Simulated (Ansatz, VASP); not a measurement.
Mg in VASP and in Ansatz

The input INCAR:

```
  ALGO = Normal
  EDIFF = 1E-6
  ENCUT = 520
  GGA = PE
  ISIF = 2
  ISMEAR = 0
  LASPH = T
  LCHARG = F
  LREAL = F
  LWAVE = F
  NBANDS = 7
  NELM = 100
  PREC = Accurate
  SIGMA = 0.15
```

File KPOINTS:

```
k-points
0
Gamma
  20 20 20
```

POSCAR

```
Mg
1.0
   -1.8941571091      1.8941571091      1.5583230537
    1.8941571091     -1.8941571091      1.5583230537
    1.8941571091      1.8941571091     -1.5583230537
Mg
1
Direct
    0.0000000000      0.0000000000      0.0000000000
```

Input for Ansatz:

```yaml
crystal:
  lattice:
    - [-1.8941571091, 1.8941571091, 1.5583230537]
    - [1.8941571091, -1.8941571091, 1.5583230537]
    - [1.8941571091, 1.8941571091, -1.5583230537]
  atoms:
    - { symbol: Mg, position: [0.0, 0.0, 0.0] }
basis:
  ecutwfc: 520.0
kpoints:
  mp_grid: { grid: [20, 20, 20] }
hamiltonian:
  xc: pbe
  pseudopotentials: { kind: paw }
scf:
  occupations: { method: gaussian, width: 0.15 }
output:
  forces: true
  stress: true
  eigenvalues: true
  write_density: true
  write_potential: true
  elf: true
  volumetric_format: npy
```

Alike in both runs: task single point; functional PBE; k mesh 20 × 20 × 20; occupations gaussian, width 0.15 eV; no spin polarisation.

|  | VASP | Ansatz |
| --- | --- | --- |
| version | VASP 6.6.1 | Ansatz 0.2.0 |
| potentials or method | VASP PAW PBE potentials, release 64 (Mg), cutoff 520 eV | scalar-relativistic, plane waves, PAW |
| valence electrons in the cell | 2 | 10 |

|  | VASP | Ansatz | Ansatz less VASP |
| --- | --- | --- | --- |
| gap on the k mesh at the Fermi level (eV) | none | none | - |
| pressure (GPa) | 1.4 | 1.6 | +0.12 |
| traceless stress, the component that is largest in VASP (GPa) | 1.87 | 1.87 | +0.005 |

A gap of «none» marks a metal or a gap that the smearing closes. The functional is the same, so the differences come from potentials, cutoffs and numerics. VASP's potentials hold 2 valence electrons a cell and Ansatz's 10, so a difference there can come from the potentials and not from the codes.
